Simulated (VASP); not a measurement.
Set up this calculation in VASP 6.6.1, as the native input.

```
Task                   : single point
Functional             : PBE
Potentials or basis    : VASP PAW PBE potentials, release 64 (O, C, H)
Cutoff                 : 520 eV
k mesh                 : 1 × 1 × 1
Occupations            : fermi-dirac, width 0.05 eV
Spin                   : no spin polarisation
Dipole correction      : no
Further INCAR settings : LREAL = Auto; ALGO = Normal; EDIFF = 1e-06; NBANDS = 98
```

The structure of H2CO2 lies in POSCAR:

```
H2CO2
1.0
    7.6834750000      0.0000000000      0.0000000000
    0.0000000000      7.6834750000      0.0000000000
    0.0000000000      0.0000000000      7.6834750000
O C H
16 8 16
Direct
    0.5278861453      0.4055456678      0.6180927250
    0.3886002102      0.6715320867      0.5707443572
    0.3599673325      0.8791204501      0.2960639554
    0.6181577997      0.8244576835      0.1769121394
    0.8641012042      0.1315810880      0.6182228744
    0.5845011534      0.1038202116      0.5195305510
    0.3410175734      0.3122285164      0.2262908385
    0.5635601079      0.4807720465      0.2923937411
    0.9553750094      0.7695996928      0.9892268798
    1.2518294131      0.8046749680      0.9686372377
   -0.0415046577      0.8280758381      0.3106797380
   -0.0332661979      0.6861478693      0.5700025054
    0.8751769219      0.1952501960      0.1504267275
    0.9848668734      0.3277683600      0.3853334591
    0.5954467217      0.3021939943      0.9539433655
    0.8370431348      0.4647246200      0.8765304761
    0.4098275845      0.5382850858      0.6469728866
    0.4737569915      0.9031330225      0.1789815155
    0.6994621574      0.0560423506      0.6156198855
    0.4337230225      0.4598830607      0.2185729764
    1.1025740306      0.8626695603      0.9886021624
    0.0059478296      0.8187701528      0.4868760554
    0.9399132554      0.3389742272      0.2331497142
    0.6846901955      0.4566163097      0.9164863555
    0.5877158447      0.4593364331      0.5154698883
    0.3101591402      0.4968585178      0.7506369188
    0.3777067017      0.7558949564      0.3693250775
    0.4548072324      0.9888754763      0.0635910184
    0.8899488838      0.2219308321      0.5267668600
    0.6673933344     -0.0305981343      0.7246460749
    0.4094501511      0.2165947049      0.2844416101
    0.3953679813      0.5496861772      0.1282232323
    0.9652143073      0.6518014310      0.9228506633
    1.0725225240      1.0032439749      1.0221677041
   -0.0986532786      0.7123339374      0.3090268401
    0.1156247661      0.9112022880      0.5029104669
    0.8630079489      0.0984190096      0.2261346591
    0.9548413966      0.4325907223      0.1393119650
    0.6893625606      0.2159309427      0.9818343913
    0.5865575147      0.5597076843      0.9118139904
```

These files were run (other wordings do the same):

INCAR

```
PREC = Accurate ; ENCUT = 520
EDIFF = 1E-6 ; ISMEAR = -1
SIGMA = 0.05 ; LREAL = Auto
LASPH = T ; NELM = 80
ALGO = Normal ; ISIF = 2
LWAVE = F ; LCHARG = F
GGA = PE ; NBANDS = 98
```

KPOINTS

```
Automatic mesh
0
Gamma
  1 1 1
```

Potentials or basis: VASP PAW PBE potentials, release 64 (O, C, H).

Run with:

```bash
$ cat potpaw_PBE.64/O/POTCAR potpaw_PBE.64/C/POTCAR potpaw_PBE.64/H/POTCAR > POTCAR
$ mpirun -np 1 vasp_gam > vasp.out
```

Results of the run:

| Item | Value |
| --- | --- |
| Pressure | 2.3 GPa |
| Largest force | 6.587 eV/Å |
| Band gap on the k mesh | 3.03 eV |

Caveat: the k points lie up to 0.82 Å⁻¹ apart.

Run time: 56 s on 1 thread of AMD EPYC 9R14 (Zen 4), with other jobs on the host, peak memory 0.44 GiB.
